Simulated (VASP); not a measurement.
# ZnS (rocksalt type) (Fm-3m) in VASP: notebook, part 2 of 2

VASP 6.6.1. Earlier steps stand in the parts before.

## 3. Density of states, LDA

Input file POSCAR:

```
ZnS
1.0
    0.0000000000      2.4832497089      2.4832497089
    2.4832497089      0.0000000000      2.4832497089
    2.4832497089      2.4832497089      0.0000000000
Zn S
1 1
Direct
    0.0000000000      0.0000000000      0.0000000000
    0.5000000000      0.5000000000      0.5000000000
```

Input file INCAR.step1:

```
ALGO     = Normal         # electronic algorithm
EDIFF    = 1E-6           # SCF threshold, eV
ENCUT    = 400            # plane-wave cutoff, eV
GGA_COMPAT= F            
ISIF     = 2              # what is computed and relaxed
ISMEAR   = -1             # smearing method
LASPH    = T              # aspherical terms in the spheres
LCHARG   = T              # write CHGCAR
LORBIT   = 11             # projections on sites
LREAL    = F              # projectors in reciprocal space
LWAVE    = F              # write WAVECAR
NBANDS   = 16             # bands
NEDOS    = 2001           # points of the DOS
NELM     = 120            # most SCF steps
PREC     = Accurate       # precision mode
SIGMA    = 0.08           # smearing width, eV
```

Input file KPOINTS.step1:

```
k-points
0
Gamma
  16 16 16
```

Input file INCAR.step2:

```
ALGO     = Normal         # electronic algorithm
EDIFF    = 1E-6           # SCF threshold, eV
ENCUT    = 400            # plane-wave cutoff, eV
GGA_COMPAT= F            
ICHARG   = 11             # starting density
ISIF     = 2              # what is computed and relaxed
ISMEAR   = -5             # smearing method
LASPH    = T              # aspherical terms in the spheres
LCHARG   = F              # write CHGCAR
LORBIT   = 11             # projections on sites
LREAL    = F              # projectors in reciprocal space
LWAVE    = F              # write WAVECAR
NBANDS   = 16             # bands
NEDOS    = 1001           # points of the DOS
NELM     = 120            # most SCF steps
PREC     = Accurate       # precision mode
SIGMA    = 0.08           # smearing width, eV
```

Input file KPOINTS.step2:

```
k-points
0
Gamma
  24 24 24
```

Potentials or basis: VASP PAW LDA potentials, release 64 (Zn, S).

On the command line:

```
cat potpaw_LDA.64/Zn/POTCAR potpaw_LDA.64/S/POTCAR > POTCAR
cp INCAR.step1 INCAR
cp KPOINTS.step1 KPOINTS
mpirun -np 1 vasp_std > vasp.out
cp INCAR.step2 INCAR
cp KPOINTS.step2 KPOINTS
mpirun -np 1 vasp_std > vasp.out
```

OUTCAR:

```text
EDIFF = 1E-6
   ENCUT = 400
   ICHARG = 11
   ISIF = 2
   ISMEAR = -5
   LASPH = T
   LORBIT = 11
   LREAL = F
   NELM = 120
   PREC = Accurate

 ion  position               nearest neighbor table
   1  0.000  0.000  0.000-   2 2.48   2 2.48   2 2.48   2 2.48   2 2.48   2 2.48
   2  0.500  0.500  0.500-   1 2.48   1 2.48   1 2.48   1 2.48   1 2.48   1 2.48

  LATTYP: Found a face centered cubic cell.
 ALAT       =     4.9664994178

  Lattice vectors:

 A1 = (   0.0000000000,   2.4832497089,   2.4832497089)
 A2 = (   2.4832497089,   0.0000000000,   2.4832497089)
 A3 = (   2.4832497089,   2.4832497089,   0.0000000000)

Analysis of symmetry for initial positions (statically):
=====================================================================
 Subroutine PRICEL returns:
 Original cell was already a primitive cell.

 Routine SETGRP: Setting up the symmetry group for a
 face centered cubic supercell.

 Subroutine GETGRP returns: Found 48 space group operations
 (whereof 48 operations were pure point group operations)
 out of a pool of 48 trial point group operations.

The static configuration has the point symmetry O_h .

Analysis of symmetry for dynamics (positions and initial velocities):
=====================================================================
 Subroutine PRICEL returns:
 Original cell was already a primitive cell.

 Routine SETGRP: Setting up the symmetry group for a
 face centered cubic supercell.

 Subroutine GETGRP returns: Found 48 space group operations
 (whereof 48 operations were pure point group operations)
 out of a pool of 48 trial point group operations.

The dynamic configuration has the point symmetry O_h .

 Subroutine INISYM returns: Found 48 space group operations
 (whereof 48 operations are pure point group operations),
 and found     1 'primitive' translations
[... 119 lines left out ...]
  Fermi-wavevector in a.u.,A,eV,Ry     =   1.371309  2.591398 25.585591  1.880488
  Thomas-Fermi vector in A             =   2.497017
   LORBIT       =     11    0 simple, 1 ext, 2 COOP (PROOUT), +10 PAW based schemes
   GGA     = CA    functional components
   LHFCALC =     F    Hartree Fock is set to
   AEXX    =    0.0000 exact exchange contribution
   IVDW    =     0    specifies the selected vdW correction
   LEPSILON=     F    determine dielectric tensor
   LRPA    =     F    only Hartree local field effects (RPA)
 non-spin polarized calculation
 Fermi weights with tetrahedron method with Bloechl corrections
  energy-cutoff  :      400.00
  volume of cell :       30.63
 maximum number of plane-waves:       568

 number of electron      17.9999995 magnetization

 Free energy of the ion-electron system (eV)
  ---------------------------------------------------
  ext. energy  EPLUGINS =         0.00000000
  ---------------------------------------------------
  free energy    TOTEN  =        -7.65826597 eV

  energy without entropy =       -7.65826597  energy(sigma->0) =       -7.65826597

 E-fermi :   4.5085     XC(G=0): -11.5064

 val. band max:        4.5361425390   @ k =  -0.2083   0.2083   0.0000
 cond. band min:       4.5316622177   @ k =  -0.4583   0.4583   0.0000
 fundamental gap:     -0.0044803214
 Fermi energy:         4.5084639151

 k-point     1 :       0.0000    0.0000    0.0000
  band No.  band energies     occupation
      1      -9.8734      2.00000
      2      -2.0928      2.00000
      3      -2.0928      2.00000
      4      -2.0687      2.00000
      5      -2.0687      2.00000
      6      -2.0687      2.00000
[... 433 lines left out ...]
      3      -2.4669      2.00000
      4      -2.4569      2.00000
      5      -1.8785      2.00000
      6      -1.8711      2.00000
[... 8 lines left out ...]
     15      18.6858      0.00000
     16      18.7658      0.00000

 [... further k-points ...]

------------------------ aborting loop because EDIFF is reached ----------------------------------------

  FORCE on cell =-STRESS in cart. coord.  units (eV):
  Direction    XX          YY          ZZ          XY          YZ          ZX
  --------------------------------------------------------------------------------------
  -------------------------------------------------------------------------------------
  Total        0.0601988      0.0601988      0.0601988      0.0000000      0.0000000     -0.0000000
  in kB        3.1492506      3.1492506      3.1492506      0.0000000      0.0000000     -0.0000000
  external PRESSURE =       3.1492506 kB  Pullay stress =       0.0000000 kB

 VOLUME and BASIS-vectors are now :
 -----------------------------------------------------------------------------
  energy-cutoff  :      400.00
  volume of cell :       30.63
      direct lattice vectors                 reciprocal lattice vectors
     0.000000000  2.483249709  2.483249709    -0.201349062  0.201349062  0.201349062
     2.483249709  0.000000000  2.483249709     0.201349062 -0.201349062  0.201349062
     2.483249709  2.483249709  0.000000000     0.201349062  0.201349062 -0.201349062

 POSITION                                       TOTAL-FORCE (eV/Angst)
 -----------------------------------------------------------------------------------
      0.00000      0.00000      0.00000         0.000000     -0.000000      0.000000
      2.48325      2.48325      2.48325         0.000000      0.000000     -0.000000
 -----------------------------------------------------------------------------------
    total drift:                                0.000000     -0.000000     -0.000000

  FREE ENERGIE OF THE ION-ELECTRON SYSTEM (eV)
  ---------------------------------------------------
  free  energy   TOTEN  =        -7.6582659741 eV

  energy  without entropy=       -7.6582659741  energy(sigma->0) =       -7.65826597

 total charge

# of ion       s       p       d       tot
------------------------------------------
    1        0.493   0.419   9.820  10.733
    2        1.333   2.408   0.000   3.741
--------------------------------------------------
tot          1.827   2.827   9.820  14.474
```

Wall time 59 s (1 thread of Intel Xeon 6975P-C, shared host); peak memory 0.24 GiB.

What came out:

```
Valence electrons inside the program's atomic spheres : Zn 10.73; S 3.74
```

Levels at points of the mesh, in eV from the Fermi level:
| k point | band 5 | band 6 | band 7 | band 8 | band 9 | band 10 | band 11 | band 12 | band 13 | band 14 |
| --- | --- | --- | --- | --- | --- | --- | --- | --- | --- | --- |
| (0.00, 0.00, 0.00) | -6.58 | -6.58 | -0.65 | -0.65 | -0.65 | 2.24 | 9.02 | 9.02 | 9.02 | 11.83 |
| (0.50, 0.00, 0.00) | -6.38 | -6.38 | -5.64 | -0.04 | -0.04 | 3.76 | 5.40 | 5.40 | 7.95 | 13.65 |
| (0.50, 0.50, 0.00) | -6.32 | -5.79 | -5.79 | -2.80 | -2.80 | -0.46 | 5.19 | 12.35 | 12.81 | 12.81 |

Caveat: tetrahedron occupations give inexact forces and stress in metals.
